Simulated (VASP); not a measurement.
# Zr3Si2 (P42_12) in VASP: notebook

The runs below take Zr3Si2 through single point, with r2SCAN.

Everything below comes from runs of VASP 6.6.1. Logs are shortened: lines on timing, memory, paths and dates and some standing lists are left out, and cuts for length are marked.

## (1) The cell of the first run

It takes space group P42_12 (No. 90, tetragonal). The conventional cell has a = 7.108 Å, b = 7.108 Å, c = 3.705 Å, α = 90.00°, β = 90.00°, γ = 90.00°. Zr (site symmetry 2) has 6 Si at 2.76 to 2.83 Å and 11 Zr at 3.16 to 3.72 Å within 3.8 Å. Within 3.8 Å of Zr (site symmetry 4) lie 4 Si at 2.83 Å and 10 Zr at 3.16 to 3.71 Å. Si (site symmetry 2) has 1 Si at 2.45 Å and 8 Zr at 2.76 to 2.83 Å within 3.2 Å.

## (2) Single point, r2SCAN (atoms displaced along a vibrational mode)

File POSCAR:

```
Zr3Si2
1.0
    7.1084398562      0.0000000000      0.0000000000
    0.0000000000      7.1084398562      0.0000000000
    0.0000000000      0.0000000000      3.7051280719
Zr Si
6 4
Direct
    0.1739136669      0.6739136669      0.5000000000
    0.8260863331      0.3260863331      0.5000000000
    0.3260863331      0.1739136669      0.5000000000
    0.6739136669      0.8260863331      0.5000000000
    0.0000000000      0.0000000000      0.0242906583
    0.5000000000      0.5000000000     -0.0242906583
    0.6219463333      0.1219463333      0.0000000000
    0.3780536667      0.8780536667      0.0000000000
    0.8780536667      0.6219463333      0.0000000000
    0.1219463333      0.3780536667      0.0000000000
```

File INCAR.step1:

```
PREC     = Accurate       # precision mode
ENCUT    = 520            # plane-wave cutoff, eV
ISMEAR   = 0              # smearing method
SIGMA    = 0.15           # smearing width, eV
LREAL    = F              # projectors in reciprocal space
LASPH    = T              # aspherical terms in the spheres
NELM     = 100            # most SCF steps
NBANDS   = 55             # bands
GGA      = PE             # functional
ALGO     = Normal         # electronic algorithm
EDIFF    = 1E-4           # SCF threshold, eV
LWAVE    = T              # write WAVECAR
LCHARG   = F              # write CHGCAR
```

File INCAR.step2:

```
PREC     = Accurate       # precision mode
ENCUT    = 520            # plane-wave cutoff, eV
EDIFF    = 1E-6           # SCF threshold, eV
ISMEAR   = 0              # smearing method
SIGMA    = 0.15           # smearing width, eV
LREAL    = F              # projectors in reciprocal space
LASPH    = T              # aspherical terms in the spheres
NELM     = 100            # most SCF steps
ALGO     = Normal         # electronic algorithm
ISIF     = 2              # what is computed and relaxed
LWAVE    = F              # write WAVECAR
LCHARG   = T              # write CHGCAR
METAGGA  = R2SCAN         # meta-GGA
LMIXTAU  = T            
LELF     = T              # ELF
LVHAR    = T            
NBANDS   = 55             # bands
ISTART   = 1
```

File KPOINTS:

```
Automatic mesh
0
Gamma
  6 6 10
```

Potentials or basis: VASP PAW PBE potentials, release 64 (Zr_sv, Si).

Launch:

```bash
> cat potpaw_PBE.64/Zr_sv/POTCAR potpaw_PBE.64/Si/POTCAR > POTCAR
> cp INCAR.step1 INCAR
> mpirun -np 1 vasp_std > vasp.out
> cp INCAR.step2 INCAR
> mpirun -np 1 vasp_std > vasp.out
```

OUTCAR:

```text
PREC = Accurate
   ENCUT = 520
   EDIFF = 1E-6
   ISMEAR = 0
   LREAL = F
   LASPH = T
   NELM = 100
   ISIF = 2
   METAGGA = R2SCAN
   ISTART = 1

 ion  position               nearest neighbor table
   1  0.174  0.674  0.500-   8 2.76   8 2.76  10 2.83   9 2.83   9 2.83  10 2.83   5 3.16   6 3.16
                             6 3.27   5 3.27   2 3.50   4 3.72   3 3.72   3 3.72   4 3.72
   2  0.826  0.326  0.500-   7 2.76   7 2.76  10 2.83   9 2.83   9 2.83  10 2.83   5 3.16   6 3.16
                             6 3.27   5 3.27   1 3.50   4 3.72   3 3.72   4 3.72   3 3.72
   3  0.326  0.174  0.500-  10 2.76  10 2.76   7 2.83   7 2.83   8 2.83   8 2.83   5 3.16   6 3.16
                             6 3.27   5 3.27   4 3.50   1 3.72   2 3.72   1 3.72   2 3.72
   4  0.674  0.826  0.500-   9 2.76   9 2.76   7 2.83   7 2.83   8 2.83   8 2.83   5 3.16   6 3.16
                             6 3.27   5 3.27   3 3.50   1 3.72   2 3.72   2 3.72   1 3.72
   5  0.000  0.000  0.024-   7 2.83   8 2.83   9 2.83  10 2.83   1 3.16   2 3.16   3 3.16   4 3.16
                             1 3.27   2 3.27   3 3.27   4 3.27
   6  0.500  0.500  0.976-   7 2.83   8 2.83   9 2.83  10 2.83   1 3.16   2 3.16   3 3.16   4 3.16
                             1 3.27   2 3.27   3 3.27   4 3.27
   7  0.622  0.122  0.000-   8 2.45   2 2.76   2 2.76   5 2.83   6 2.83   3 2.83   4 2.83   3 2.83
                             4 2.83
   8  0.378  0.878  0.000-   7 2.45   1 2.76   1 2.76   5 2.83   6 2.83   3 2.83   4 2.83   3 2.83
                             4 2.83
   9  0.878  0.622  0.000-  10 2.45   4 2.76   4 2.76   5 2.83   6 2.83   2 2.83   1 2.83   2 2.83
                             1 2.83
  10  0.122  0.378  0.000-   9 2.45   3 2.76   3 2.76   5 2.83   6 2.83   2 2.83   1 2.83   2 2.83
                             1 2.83

  LATTYP: Found a simple tetragonal cell.
 ALAT       =     7.1084398562
 C/A-ratio  =     0.5212294325

  Lattice vectors:

 A1 = (   7.1084398562,   0.0000000000,   0.0000000000)
 A2 = (   0.0000000000,   7.1084398562,   0.0000000000)
 A3 = (   0.0000000000,   0.0000000000,   3.7051280719)

Analysis of symmetry for initial positions (statically):
=====================================================================
 Subroutine PRICEL returns:
 Original cell was already a primitive cell.

 Routine SETGRP: Setting up the symmetry group for a
 simple tetragonal supercell.

 Subroutine GETGRP returns: Found  8 space group operations
 (whereof  4 operations were pure point group operations)
 out of a pool of 16 trial point group operations.

The static configuration has the point symmetry     .
 The point group associated with its full space group is D_4 .

Analysis of symmetry for dynamics (positions and initial velocities):
=====================================================================
 Subroutine PRICEL returns:
 Original cell was already a primitive cell.

 Routine SETGRP: Setting up the symmetry group for a
 simple tetragonal supercell.

 Subroutine GETGRP returns: Found  8 space group operations
 (whereof  4 operations were pure point group operations)
 out of a pool of 16 trial point group operations.

The dynamic configuration has the point symmetry D_4 .
 The point group associated with its full space group is D_4 .

 Subroutine INISYM returns: Found  8 space group operations
 (whereof  4 operations are pure point group operations),
 and found     1 'primitive' translations

----------------------------------------------------------------------------------------

                                     Primitive cell

  volume of cell :     187.2198

  direct lattice vectors                    reciprocal lattice vectors
     7.108439856  0.000000000  0.000000000     0.140677845  0.000000000  0.000000000
     0.000000000  7.108439856  0.000000000     0.000000000  0.140677845  0.000000000
     0.000000000  0.000000000  3.705128072     0.000000000  0.000000000  0.269896203

  length of vectors
     7.108439856  7.108439856  3.705128072     0.140677845  0.140677845  0.269896203

  position of ions in fractional coordinates (direct lattice)
     0.173913667  0.673913667  0.500000000
     0.826086333  0.326086333  0.500000000
     0.326086333  0.173913667  0.500000000
     0.673913667  0.826086333  0.500000000
     0.000000000  0.000000000  0.024290658
     0.500000000  0.500000000  0.975709342
     0.621946333  0.121946333  0.000000000
     0.378053667  0.878053667  0.000000000
     0.878053667  0.621946333  0.000000000
     0.121946333  0.378053667  0.000000000

  ion indices of the primitive-cell ions
[... 24 lines left out ...]
     0.000000000  0.023446307  0.000000000     0.000000000  0.166666667  0.000000000
     0.000000000  0.000000000  0.026989620     0.000000000  0.000000000  0.100000000

  Length of vectors
     0.023446307  0.023446307  0.026989620

  Shift w.r.t. Gamma in fractional coordinates (k-lattice)
     0.000000000  0.000000000  0.000000000

 Subroutine IBZKPT returns following result:
 ===========================================

 Found     60 irreducible k-points:

 Following reciprocal coordinates:
            Coordinates               Weight
  0.000000  0.000000  0.000000      1.000000
  0.166667  0.000000  0.000000      4.000000
  0.333333  0.000000  0.000000      4.000000
  0.500000  0.000000  0.000000      2.000000
  0.166667  0.166667  0.000000      4.000000
  0.333333  0.166667  0.000000      8.000000
[... 16 lines left out ...]
  0.333333  0.000000  0.200000      8.000000
  0.500000  0.000000  0.200000      4.000000
 [... further k-points ...]
   k-points           NKPTS =     60   k-points in BZ     NKDIM =     60   number of bands    NBANDS=     55
   number of dos      NEDOS =    301   number of ions     NIONS =     10
   total plane-waves  NPLWV =  81648
   dimension x,y,z NGX =    54 NGY =   54 NGZ =   28
   dimension x,y,z NGXF=   108 NGYF=  108 NGZF=   56
   ions per type =               6   4
   NGX,Y,Z   is equivalent  to a cutoff of  12.63, 12.63, 12.56 a.u.
   NGXF,Y,Z  is equivalent  to a cutoff of  25.26, 25.26, 25.13 a.u.
 SYSTEM =  unknown system
   PREC   = accura    normal or accurate (medium, high low for compatibility)
   ISTART =      1    job   : 0-new  1-cont  2-samecut
   ICHARG =      0    charge: 1-file 2-atom 10-const
   ISPIN  =      1    spin polarized calculation?
   LNONCOLLINEAR =      F non collinear calculations
   LSORBIT =      F    spin-orbit coupling
   LASPH  =      T    aspherical Exc in radial PAW
   ENCUT  =  520.0 eV  38.22 Ry    6.18 a.u.  13.22 13.22  6.89*2*pi/ulx,y,z
   NELM   =    100;   NELMIN=  2; NELMDL=  0     # of ELM steps
   EDIFF  = 0.1E-05   stopping-criterion for ELM
   LREAL  =      F    real-space projection
   EDIFFG = 0.1E-04   stopping-criterion for IOM
   NSW    =      0    number of steps for IOM
   IBRION =     -1    ionic relax: 0-MD 1-quasi-New 2-CG
   NFREE  =      0    steps in history (QN), initial steepest desc. (CG)
   ISIF   =      2    stress and relaxation
   ISYM   =      2    0-nonsym 1-usesym 2-fastsym
   POTIM  = 0.5000    time-step for ionic-motion
   TEBEG  =    0.0;   TEEND  =   0.0 temperature during run
   PSTRESS=    0.0 pullay stress
   NELECT =      88.0000    total number of electrons
   NUPDOWN=      -1.0000    fix difference up-down
   EMIN   =  10.00;   EMAX   =-10.00  energy-range for DOS
   EFERMI =   0.00;   METHOD = LEGACY
   ISMEAR =     0;   SIGMA  =   0.15  broadening in eV -4-tet -1-fermi 0-gaus
   EFERMI_NEDOS =   21; number of points for ismear=-14 and -15
   IALGO  =     38    algorithm
   IMIX   =      4    mixing-type and parameters
     AMIX     =   0.40;   BMIX     =  1.00
     AMIX_MAG =   1.60;   BMIX_MAG =  1.00
  volume/ion in A,a.u.               =      18.72       126.34
  Fermi-wavevector in a.u.,A,eV,Ry     =   1.272873  2.405381 22.044241  1.620206
  Thomas-Fermi vector in A             =   2.405728
   LORBIT       =      0    0 simple, 1 ext, 2 COOP (PROOUT), +10 PAW based schemes
   METAGGA = R2SCAN    functional components
   LHFCALC =     F    Hartree Fock is set to
   AEXX    =    0.0000 exact exchange contribution
   IVDW    =     0    specifies the selected vdW correction
   LEPSILON=     F    determine dielectric tensor
   LRPA    =     F    only Hartree local field effects (RPA)
 non-spin polarized calculation
 Gauss-broadening in eV      SIGMA  =   0.15
  energy-cutoff  :      520.00
  volume of cell :      187.22
 maximum number of plane-waves:      5070
 NGX is ok and might be reduce to    54
   NGX = 27   NGY = 27   NGZ = 13

 number of electron      88.0000000 magnetization

 Free energy of the ion-electron system (eV)
  ---------------------------------------------------
  ext. energy  EPLUGINS =         0.00000000
  ---------------------------------------------------
  free energy    TOTEN  =      -180.93170515 eV

  energy without entropy =     -180.84952749  energy(sigma->0) =     -180.89061632

 E-fermi :   9.4321     XC(G=0): -12.1773

 val. band max:        9.4235655315   @ k =   0.3333   0.1667   0.3000
 cond. band min:       9.4522664681   @ k =   0.5000   0.5000   0.1000
 fundamental gap:      0.0287009366
 Fermi energy:         9.4320864421

 k-point     1 :       0.0000    0.0000    0.0000
  band No.  band energies     occupation
      1     -40.6808      2.00000
      2     -40.6346      2.00000
      3     -40.6338      2.00000
      4     -40.6338      2.00000
      5     -40.5067      2.00000
      6     -40.4774      2.00000
[... 1381 lines left out ...]
     54      12.6255      0.00000
     55      12.8661      0.00000

 [... further k-points ...]

------------------------ aborting loop because EDIFF is reached ----------------------------------------

  FORCE on cell =-STRESS in cart. coord.  units (eV):
  Direction    XX          YY          ZZ          XY          YZ          ZX
  --------------------------------------------------------------------------------------
  -------------------------------------------------------------------------------------
  Total        0.0652154      0.0652154      0.0888041      0.0000000      0.0000000     -0.0000000
  in kB        0.5580958      0.5580958      0.7599617      0.0000000      0.0000000     -0.0000000
  external PRESSURE =       0.6253844 kB  Pullay stress =       0.0000000 kB

 VOLUME and BASIS-vectors are now :
 -----------------------------------------------------------------------------
  energy-cutoff  :      520.00
  volume of cell :      187.22
      direct lattice vectors                 reciprocal lattice vectors
     7.108439856  0.000000000  0.000000000     0.140677845  0.000000000  0.000000000
     0.000000000  7.108439856  0.000000000     0.000000000  0.140677845  0.000000000
     0.000000000  0.000000000  3.705128072     0.000000000  0.000000000  0.269896203

 POSITION                                       TOTAL-FORCE (eV/Angst)
 -----------------------------------------------------------------------------------
      1.23625      4.79047      1.85256         0.002521      0.002521     -0.000000
      5.87219      2.31797      1.85256        -0.002521     -0.002521     -0.000000
      2.31797      1.23625      1.85256        -0.002521      0.002521     -0.000000
      4.79047      5.87219      1.85256         0.002521     -0.002521     -0.000000
      0.00000      0.00000      0.09000        -0.000000      0.000000     -0.529900
      3.55422      3.55422      3.61513        -0.000000      0.000000      0.529900
      4.42107      0.86685      0.00000         0.000977      0.000977     -0.000000
      2.68737      6.24159      0.00000        -0.000977     -0.000977     -0.000000
      6.24159      4.42107      0.00000        -0.000977      0.000977     -0.000000
      0.86685      2.68737      0.00000         0.000977     -0.000977     -0.000000
 -----------------------------------------------------------------------------------
    total drift:                                0.000000     -0.000000     -0.000000

  FREE ENERGIE OF THE ION-ELECTRON SYSTEM (eV)
  ---------------------------------------------------
  free  energy   TOTEN  =      -180.9317051500 eV

  energy  without entropy=     -180.8495274931  energy(sigma->0) =     -180.89061632
```

Run time: 67 min. Hardware: 1 thread of Oxide Virtual Turin-like, shared host; peak memory 0.57 GiB.

Results:

```yaml
Free_energy: -180.9317 eV
Pressure: 0.1 GPa
Largest_force: 0.530 eV/Å
Band_gap_on_the_k_mesh: zero (bands 44 and 45 overlap by 1.19 eV)
```

Forces in eV/Å, atoms in the order of the input:
```
Zr   0.003  0.003  0.000
Zr  -0.003 -0.003  0.000
Zr  -0.003  0.003  0.000
Zr   0.003 -0.003  0.000
Zr   0.000  0.000 -0.530
Zr   0.000  0.000  0.530
Si   0.001  0.001  0.000
Si  -0.001 -0.001  0.000
Si  -0.001  0.001  0.000
Si   0.001 -0.001  0.000
```

Caveat: the cell differs from its parent crystal (atoms displaced along a vibrational mode); the PAW data sets were made with another functional, which shifts forces and pressure a little.

## (3) Single point, r2SCAN (atoms displaced along a vibrational mode)

Edit POSCAR of step 2 so:

```diff
@@ -12,4 +12,4 @@
     0.6739136669      0.8260863331      0.5000000000
-    0.0000000000      0.0000000000      0.0242906583
-    0.5000000000      0.5000000000     -0.0242906583
+    0.0000000000      0.0000000000      0.0040484431
+    0.5000000000      0.5000000000     -0.0040484431
     0.6219463333      0.1219463333      0.0000000000
```

File INCAR.step1:

```
SYSTEM = Zr3Si2
PREC = Accurate ; ENCUT = 520
ISMEAR = 0 ; SIGMA = 0.15
LREAL = .FALSE. ; LASPH = .TRUE.
NELM = 100 ; NBANDS = 55
GGA = PE ; ALGO = Normal
EDIFF = 1E-4 ; LWAVE = .TRUE.
LCHARG = .FALSE.
```

File INCAR.step2:

```
SYSTEM = Zr3Si2
PREC = Accurate ; ENCUT = 520
EDIFF = 1E-6 ; ISMEAR = 0
SIGMA = 0.15 ; LREAL = .FALSE.
LASPH = .TRUE. ; NELM = 100
ALGO = Normal ; ISIF = 2
LWAVE = .FALSE. ; LCHARG = .TRUE.
METAGGA = R2SCAN ; LMIXTAU = .TRUE.
LELF = .TRUE. ; LVHAR = .TRUE.
NBANDS = 55 ; ISTART = 1
```

File KPOINTS:

```
regular mesh
0
G
  6 6 10
  0 0 0
```

Potentials or basis: VASP PAW PBE potentials, release 64 (Zr_sv, Si).

Launch:

```bash
> cat potpaw_PBE.64/Zr_sv/POTCAR potpaw_PBE.64/Si/POTCAR > POTCAR
> cp INCAR.step1 INCAR
> mpirun -np 1 vasp_std > vasp.out
> cp INCAR.step2 INCAR
> mpirun -np 1 vasp_std > vasp.out
```

It took 39 min on 1 thread of Oxide Virtual Turin-like, shared host; peak memory 0.56 GiB.

The run converged. Its results:

* Free energy: -180.9781 eV
* Pressure: 0.0 GPa
* Largest force: 0.088 eV/Å
* Band gap on the k mesh: zero (bands 44 and 45 overlap by 1.20 eV)

Forces in eV/Å, atoms in the order of the input:
```
Zr   0.002  0.002  0.000
Zr  -0.002 -0.002  0.000
Zr  -0.002  0.002  0.000
Zr   0.002 -0.002  0.000
Zr   0.000  0.000 -0.088
Zr   0.000  0.000  0.088
Si  -0.002 -0.002  0.000
Si   0.002  0.002  0.000
Si   0.002 -0.002  0.000
Si  -0.002  0.002  0.000
```

Levels at points of the mesh, in eV from the Fermi level:
| k point | band 41 | band 42 | band 43 | band 44 | band 45 | band 46 | band 47 | band 48 |
| --- | --- | --- | --- | --- | --- | --- | --- | --- |
| (0.00, 0.00, 0.00) | -0.55 | -0.52 | -0.25 | -0.21 | 0.96 | 1.10 | 1.38 | 1.38 |
| (0.50, 0.00, 0.00) | -0.35 | -0.35 | 0.43 | 0.43 | 0.88 | 0.88 | 1.62 | 1.62 |
| (0.50, 0.50, 0.00) | -0.33 | -0.33 | -0.07 | -0.07 | 0.09 | 0.09 | 1.39 | 1.39 |
| (0.00, 0.00, 0.50) | -0.60 | -0.11 | 0.14 | 0.14 | 0.37 | 0.62 | 0.69 | 0.82 |
| (0.50, 0.00, 0.50) | -0.93 | -0.93 | -0.49 | -0.49 | 0.07 | 0.07 | 1.92 | 1.92 |
| (0.50, 0.50, 0.50) | -0.83 | -0.83 | -0.66 | -0.66 | -0.63 | -0.63 | 2.08 | 2.08 |

Caveat: the cell differs from its parent crystal (atoms displaced along a vibrational mode); the PAW data sets were made with another functional, which shifts forces and pressure a little.

## (4) Single point, r2SCAN (atoms displaced along a vibrational mode)

Edit POSCAR of step 3 so:

```diff
@@ -12,4 +12,4 @@
     0.6739136669      0.8260863331      0.5000000000
-    0.0000000000      0.0000000000      0.0040484431
-    0.5000000000      0.5000000000     -0.0040484431
+    0.0000000000      0.0000000000      0.0202422153
+    0.5000000000      0.5000000000     -0.0202422153
     0.6219463333      0.1219463333      0.0000000000
```

INCAR.step1 is that of step 3.

Edit INCAR.step2 of step 3 so:

```diff
@@ -2,3 +2,3 @@
 PREC = Accurate ; ENCUT = 520
-EDIFF = 1E-6 ; ISMEAR = 0
+EDIFF = 1E-7 ; ISMEAR = 0
 SIGMA = 0.15 ; LREAL = .FALSE.
```

File KPOINTS:

```
Automatic mesh
0
G
  6 6 10
  0 0 0
```

Launch:

```bash
> cat potpaw_PBE.64/Zr_sv/POTCAR potpaw_PBE.64/Si/POTCAR > POTCAR
> cp INCAR.step1 INCAR
> mpirun -np 1 vasp_std > vasp.out
> cp INCAR.step2 INCAR
> mpirun -np 1 vasp_std > vasp.out
```

Run time: 60 min. Hardware: 1 thread of Oxide Virtual Turin-like, shared host; peak memory 0.56 GiB.

It converged, with:

```yaml
Free_energy: -180.9463 eV
Pressure: 0.1 GPa
Largest_force: 0.442 eV/Å
Band_gap_on_the_k_mesh: zero (bands 44 and 45 overlap by 1.21 eV)
```

Forces in eV/Å, atoms in the order of the input:
```
Zr   0.002  0.002  0.000
Zr  -0.002 -0.002  0.000
Zr  -0.002  0.002  0.000
Zr   0.002 -0.002  0.000
Zr   0.000  0.000 -0.442
Zr   0.000  0.000  0.442
Si   0.000  0.000  0.000
Si   0.000  0.000  0.000
Si   0.000  0.000  0.000
Si   0.000  0.000  0.000
```

Levels at points of the mesh, in eV from the Fermi level:
```tsv
k point	band 41	band 42	band 43	band 44	band 45	band 46	band 47	band 48
(0.00, 0.00, 0.00)	-0.55	-0.53	-0.25	-0.19	0.96	1.09	1.39	1.39
(0.50, 0.00, 0.00)	-0.35	-0.35	0.40	0.40	0.90	0.90	1.60	1.60
(0.50, 0.50, 0.00)	-0.36	-0.36	-0.03	-0.03	0.10	0.10	1.39	1.39
(0.00, 0.00, 0.50)	-0.60	-0.12	0.14	0.14	0.38	0.60	0.69	0.82
(0.50, 0.00, 0.50)	-0.94	-0.94	-0.49	-0.49	0.08	0.08	1.92	1.92
(0.50, 0.50, 0.50)	-0.83	-0.83	-0.66	-0.66	-0.62	-0.62	2.08	2.08
```

Caveat: the cell differs from its parent crystal (atoms displaced along a vibrational mode); the PAW data sets were made with another functional, which shifts forces and pressure a little.

(Continued in part 2 of 2.)
